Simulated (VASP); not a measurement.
Crystal: TaN.

```
CELL_PARAMETERS angstrom
2.87802 0.00000 0.00000
-1.43901 2.49244 0.00000
0.00000 0.00000 2.82415
ATOMIC_POSITIONS crystal
Ta 0.00000 0.00000 0.50000
N 0.66667 0.33333 0.00000
```

Base run:

* Program: VASP 6.6.1
* Functional: LDA
* Potentials or basis: VASP PAW LDA potentials, release 64 (Ta_sv_GW, N)
* Cutoff: 600 eV
* k mesh: 10 × 10 × 9
* Occupations: fermi-dirac, width 0.05 eV
* Spin: no spin polarisation

Its results: band gap on the k mesh zero (band 9 reaches 13.25 eV, above the bottom of band 10 at 12.94 eV); pressure 13.4 GPa.

The run is repeated on the same cell with these changes: potentials or basis from VASP PAW LDA potentials, release 64 (Ta_sv_GW, N) to VASP PAW LDA potentials, release 64 (Ta_pv, N); cutoff from 600 eV to 520 eV; further incar settings from ALGO = Normal; EDIFF = 1e-06; NBANDS = 16 to ALGO = Normal; EDIFF = 1e-06; NBANDS = 15; valence electrons from 18 to 16. What comes out?

Band gap on the k mesh zero (band 8 reaches 8.98 eV, above the bottom of band 9 at 8.67 eV); pressure 14.3 GPa.

Caveats: spin-orbit coupling is left out, which moves the levels of the heavy elements.
